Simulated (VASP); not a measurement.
# Hg (Im-3m) in VASP: notebook

Runs on Hg. Level: LDA. Tasks: single point, relaxation of cell and atoms.

Program: VASP 6.6.1. These are calculated values, not measurements. Logs are shortened: lines on timing, memory, paths and dates and some standing lists are left out, and cuts for length are marked.

### 1 The cell of the first run

It takes space group Im-3m (No. 229, cubic). Conventional cell: a = 3.561 Å, b = 3.561 Å, c = 3.561 Å, α = 90.00°, β = 90.00°, γ = 90.00°. Hg (site symmetry m-3m) has 14 Hg at 3.08 to 3.56 Å within 4.1 Å.

### 2 Single point, LDA

INCAR reads:

```
PREC     = Accurate       # precision mode
ENCUT    = 520            # plane-wave cutoff, eV
EDIFF    = 1E-6           # SCF threshold, eV
ISMEAR   = -1             # smearing method
SIGMA    = 0.05           # smearing width, eV
LREAL    = F              # projectors in reciprocal space
LASPH    = T              # aspherical terms in the spheres
NELM     = 60             # most SCF steps
ALGO     = Normal         # electronic algorithm
ISIF     = 2              # what is computed and relaxed
LWAVE    = F              # write WAVECAR
LCHARG   = F              # write CHGCAR
NBANDS   = 12             # bands
```

KPOINTS reads:

```
Automatic mesh
0
Gamma
  16 16 16
```

POSCAR reads:

```
Hg
1.0
   -1.7804886812      1.7804886812      1.7804886812
    1.7804886812     -1.7804886812      1.7804886812
    1.7804886812      1.7804886812     -1.7804886812
Hg
1
Direct
    0.0000000000      0.0000000000      0.0000000000
```

Potentials or basis: VASP PAW LDA potentials, release 64 (Hg).

Run with:

```console
$ cat potpaw_LDA.64/Hg/POTCAR > POTCAR
$ mpirun -np 1 vasp_std > vasp.out
```

OUTCAR:

```text
PREC = Accurate
   ENCUT = 520
   EDIFF = 1E-6
   ISMEAR = -1
   LREAL = F
   LASPH = T
   NELM = 60
   ISIF = 2

 ion  position               nearest neighbor table
   1  0.000  0.000  0.000-

  LATTYP: Found a body centered cubic cell.
 ALAT       =     3.5609773624

  Lattice vectors:

 A1 = (  -1.7804886812,   1.7804886812,   1.7804886812)
 A2 = (   1.7804886812,  -1.7804886812,   1.7804886812)
 A3 = (   1.7804886812,   1.7804886812,  -1.7804886812)

Analysis of symmetry for initial positions (statically):
=====================================================================
 Subroutine PRICEL returns:
 Original cell was already a primitive cell.

 Routine SETGRP: Setting up the symmetry group for a
 body centered cubic supercell.

 Subroutine GETGRP returns: Found 48 space group operations
 (whereof 48 operations were pure point group operations)
 out of a pool of 48 trial point group operations.

The static configuration has the point symmetry O_h .

Analysis of symmetry for dynamics (positions and initial velocities):
=====================================================================
 Subroutine PRICEL returns:
 Original cell was already a primitive cell.

 Routine SETGRP: Setting up the symmetry group for a
 body centered cubic supercell.

 Subroutine GETGRP returns: Found 48 space group operations
 (whereof 48 operations were pure point group operations)
 out of a pool of 48 trial point group operations.

The dynamic configuration has the point symmetry O_h .

 Subroutine INISYM returns: Found 48 space group operations
 (whereof 48 operations are pure point group operations),
 and found     1 'primitive' translations

----------------------------------------------------------------------------------------

                                     Primitive cell

  volume of cell :      22.5776

  direct lattice vectors                    reciprocal lattice vectors
    -1.780488681  1.780488681  1.780488681     0.000000000  0.280821780  0.280821780
     1.780488681 -1.780488681  1.780488681     0.280821780  0.000000000  0.280821780
     1.780488681  1.780488681 -1.780488681     0.280821780  0.280821780  0.000000000

  length of vectors
     3.083896858  3.083896858  3.083896858     0.397141969  0.397141969  0.397141969

  position of ions in fractional coordinates (direct lattice)
     0.000000000  0.000000000  0.000000000

  ion indices of the primitive-cell ions
   primitive index   ion index
                 1           1

----------------------------------------------------------------------------------------

 KPOINTS: Automatic mesh

Automatic generation of k-mesh.
 Grid dimensions read from file:
 generate k-points for:   16   16   16

 Generating k-lattice:

  Cartesian coordinates                     Fractional coordinates (reciprocal lattice)
     0.000000000  0.017551361  0.017551361     0.062500000  0.000000000  0.000000000
     0.017551361  0.000000000  0.017551361     0.000000000  0.062500000  0.000000000
     0.017551361  0.017551361  0.000000000     0.000000000  0.000000000  0.062500000

  Length of vectors
     0.024821373  0.024821373  0.024821373

  Shift w.r.t. Gamma in fractional coordinates (k-lattice)
     0.000000000  0.000000000  0.000000000

 Subroutine IBZKPT returns following result:
 ===========================================

 Found    145 irreducible k-points:

 Following reciprocal coordinates:
            Coordinates               Weight
  0.000000  0.000000  0.000000      1.000000
  0.062500  0.000000  0.000000     12.000000
  0.125000  0.000000  0.000000     12.000000
  0.187500  0.000000  0.000000     12.000000
  0.250000  0.000000  0.000000     12.000000
  0.312500  0.000000  0.000000     12.000000
[... 16 lines left out ...]
  0.187500  0.187500  0.000000     24.000000
  0.250000  0.187500 -0.000000     48.000000
 [... further k-points ...]
   k-points           NKPTS =    145   k-points in BZ     NKDIM =    145   number of bands    NBANDS=     12
   number of dos      NEDOS =    301   number of ions     NIONS =      1
   total plane-waves  NPLWV =  13824
   dimension x,y,z NGX =    24 NGY =   24 NGZ =   24
   dimension x,y,z NGXF=    48 NGYF=   48 NGZF=   48
   ions per type =               1
   NGX,Y,Z   is equivalent  to a cutoff of  12.94, 12.94, 12.94 a.u.
   NGXF,Y,Z  is equivalent  to a cutoff of  25.88, 25.88, 25.88 a.u.
 SYSTEM =  unknown system
   PREC   = accura    normal or accurate (medium, high low for compatibility)
   ISTART =      0    job   : 0-new  1-cont  2-samecut
   ICHARG =      2    charge: 1-file 2-atom 10-const
   ISPIN  =      1    spin polarized calculation?
   LNONCOLLINEAR =      F non collinear calculations
   LSORBIT =      F    spin-orbit coupling
   LASPH  =      T    aspherical Exc in radial PAW
   ENCUT  =  520.0 eV  38.22 Ry    6.18 a.u.   5.73  5.73  5.73*2*pi/ulx,y,z
   NELM   =     60;   NELMIN=  2; NELMDL= -5     # of ELM steps
   EDIFF  = 0.1E-05   stopping-criterion for ELM
   LREAL  =      F    real-space projection
   EDIFFG = 0.1E-04   stopping-criterion for IOM
   NSW    =      0    number of steps for IOM
   IBRION =     -1    ionic relax: 0-MD 1-quasi-New 2-CG
   NFREE  =      0    steps in history (QN), initial steepest desc. (CG)
   ISIF   =      2    stress and relaxation
   ISYM   =      2    0-nonsym 1-usesym 2-fastsym
   POTIM  = 0.5000    time-step for ionic-motion
   TEBEG  =    0.0;   TEEND  =   0.0 temperature during run
   PSTRESS=    0.0 pullay stress
   NELECT =      12.0000    total number of electrons
   NUPDOWN=      -1.0000    fix difference up-down
   EMIN   =  10.00;   EMAX   =-10.00  energy-range for DOS
   EFERMI =   0.00;   METHOD = LEGACY
   ISMEAR =    -1;   SIGMA  =   0.05  broadening in eV -4-tet -1-fermi 0-gaus
   EFERMI_NEDOS =   21; number of points for ismear=-14 and -15
   IALGO  =     38    algorithm
   IMIX   =      4    mixing-type and parameters
     AMIX     =   0.40;   BMIX     =  1.00
     AMIX_MAG =   1.60;   BMIX_MAG =  1.00
  volume/ion in A,a.u.               =      22.58       152.36
  Fermi-wavevector in a.u.,A,eV,Ry     =   1.326099  2.505964 23.926379  1.758539
  Thomas-Fermi vector in A             =   2.455511
   LORBIT       =      0    0 simple, 1 ext, 2 COOP (PROOUT), +10 PAW based schemes
   GGA     = CA    functional components
   LHFCALC =     F    Hartree Fock is set to
   AEXX    =    0.0000 exact exchange contribution
   IVDW    =     0    specifies the selected vdW correction
   LEPSILON=     F    determine dielectric tensor
   LRPA    =     F    only Hartree local field effects (RPA)
 non-spin polarized calculation
  energy-cutoff  :      520.00
  volume of cell :       22.58
 maximum number of plane-waves:       625
   NGX = 11   NGY = 11   NGZ = 11

 number of electron      12.0000003 magnetization

 Free energy of the ion-electron system (eV)
  ---------------------------------------------------
  ext. energy  EPLUGINS =         0.00000000
  ---------------------------------------------------
  free energy    TOTEN  =        -0.94426986 eV

  energy without entropy =       -0.94275809  energy(sigma->0) =       -0.94351397

 E-fermi :   2.8147     XC(G=0): -11.4291

 val. band max:        2.7857346477   @ k =  -0.4375   0.5000   0.0625
 cond. band min:       2.8497819473   @ k =   0.5000   0.5000   0.1875
 fundamental gap:      0.0640472996
 Fermi energy:         2.8147470713

 k-point     1 :       0.0000    0.0000    0.0000
  band No.  band energies     occupation
      1      -6.5766      2.00000
      2      -4.3646      2.00000
      3      -4.3646      2.00000
      4      -4.3646      2.00000
      5      -3.3693      2.00000
      6      -3.3693      2.00000
      7      18.1764      0.00000
      8      18.1764      0.00000
      9      18.1764      0.00000
     10      19.7387      0.00000
     11      19.7387      0.00000
     12      19.7387      0.00000

 k-point     2 :       0.0625    0.0000    0.0000
  band No.  band energies     occupation
      1      -6.4664      2.00000
      2      -4.3850      2.00000
      3      -4.3569      2.00000
      4      -4.3091      2.00000
      5      -3.3918      2.00000
      6      -3.3683      2.00000
      7      17.6267      0.00000
      8      18.0667      0.00000
      9      18.2150      0.00000
     10      18.8760      0.00000
     11      19.2544      0.00000
     12      19.3341      0.00000

 k-point     3 :       0.1250    0.0000    0.0000
  band No.  band energies     occupation
      1      -6.1503      2.00000
      2      -4.4428      2.00000
      3      -4.3271      2.00000
      4      -4.1477      2.00000
      5      -3.4457      2.00000
      6      -3.3648      2.00000
      7      15.4911      0.00000
      8      17.2992      0.00000
      9      18.1326      0.00000
     10      18.3201      0.00000
     11      18.3989      0.00000
     12      19.3216      0.00000

 k-point     4 :       0.1875    0.0000    0.0000
  band No.  band energies     occupation
      1      -5.6988      2.00000
      2      -4.5280      2.00000
      3      -4.2226      2.00000
      4      -3.8962      2.00000
      5      -3.4985      2.00000
      6      -3.3582      2.00000
      7      12.9235      0.00000
      8      16.1908      0.00000
      9      16.8014      0.00000
     10      18.2078      0.00000
     11      18.4641      0.00000
     12      19.9237      0.00000

 k-point     5 :       0.2500    0.0000    0.0000
  band No.  band energies     occupation
      1      -5.3271      2.00000
      2      -4.6266      2.00000
      3      -3.8396      2.00000
      4      -3.5821      2.00000
      5      -3.5213      2.00000
      6      -3.3486      2.00000
      7      10.3674      0.00000
      8      15.1554      0.00000
      9      15.4849      0.00000
     10      18.1150      0.00000
     11      18.6150      0.00000
     12      20.8492      0.00000
[... 228 lines left out ...]
      1      -5.1469      2.00000
      2      -4.7742      2.00000
      3      -3.5051      2.00000
      4      -3.4268      2.00000
      5      -2.9681      2.00000
      6       0.2417      2.00000
      7       3.7604      0.00000
      8      10.5870      0.00000
      9      13.1547      0.00000
     10      18.8732      0.00000
     11      21.0498      0.00000
     12      22.5279      0.00000

 k-point    22 :       0.4375    0.1250    0.0000
  band No.  band energies     occupation
      1      -5.1703      2.00000
      2      -4.7916      2.00000
      3      -3.4561      2.00000
      4      -3.4509      2.00000
      5      -2.8813      2.00000
      6       1.8313      2.00000
      7       1.9572      2.00000
      8      10.4265      0.00000
      9      13.0229      0.00000
     10      18.8877      0.00000
     11      21.0342      0.00000
     12      22.8095      0.00000

 k-point    23 :       0.1875    0.1875    0.0000
  band No.  band energies     occupation
      1      -4.9541      2.00000
      2      -4.4819      2.00000
      3      -4.1913      2.00000
      4      -3.5706      2.00000
      5      -3.2943      2.00000
      6      -2.2710      2.00000
      7       8.7822      0.00000
      8      10.9316      0.00000
      9      14.2801      0.00000
     10      18.9683      0.00000
     11      20.5141      0.00000
     12      22.6446      0.00000

 k-point    24 :       0.2500    0.1875   -0.0000
  band No.  band energies     occupation
      1      -4.9594      2.00000
      2      -4.5516      2.00000
      3      -3.9118      2.00000
      4      -3.5314      2.00000
      5      -3.2462      2.00000
      6      -1.2576      2.00000
      7       6.9366      0.00000
      8       9.7806      0.00000
      9      13.6973      0.00000
     10      19.1299      0.00000
     11      20.9384      0.00000
     12      23.2519      0.00000

 [... further k-points ...]
[... 5 lines left out ...]
  --------------------------------------------------------------------------------------
  -------------------------------------------------------------------------------------
  Total        0.0867522      0.0867522      0.0867522      0.0000000      0.0000000      0.0000000
  in kB        6.1562130      6.1562130      6.1562130      0.0000000      0.0000000      0.0000000
  external PRESSURE =       6.1562130 kB  Pullay stress =       0.0000000 kB

 VOLUME and BASIS-vectors are now :
 -----------------------------------------------------------------------------
  energy-cutoff  :      520.00
  volume of cell :       22.58
      direct lattice vectors                 reciprocal lattice vectors
    -1.780488681  1.780488681  1.780488681     0.000000000  0.280821780  0.280821780
     1.780488681 -1.780488681  1.780488681     0.280821780  0.000000000  0.280821780
     1.780488681  1.780488681 -1.780488681     0.280821780  0.280821780  0.000000000

 POSITION                                       TOTAL-FORCE (eV/Angst)
 -----------------------------------------------------------------------------------
      0.00000      0.00000      0.00000         0.000000      0.000000     -0.000000
 -----------------------------------------------------------------------------------
    total drift:                                0.000000     -0.000000     -0.000000

  FREE ENERGIE OF THE ION-ELECTRON SYSTEM (eV)
  ---------------------------------------------------
  free  energy   TOTEN  =        -0.9442698576 eV

  energy  without entropy=       -0.9427580880  energy(sigma->0) =       -0.94351397
```

Wall time 8.2 s (1 thread of Intel Xeon 6975P-C (Granite Rapids), shared host); peak memory 0.15 GiB.

What came out:

| Item | Value |
| --- | --- |
| Free energy | -0.9443 eV |
| Pressure | 0.6 GPa |
| Band gap on the k mesh | zero (bands 6 and 7 overlap by 4.72 eV) |

Caveat: spin-orbit coupling is left out, which moves the levels of the heavy elements.

[end of part 1 of 2]
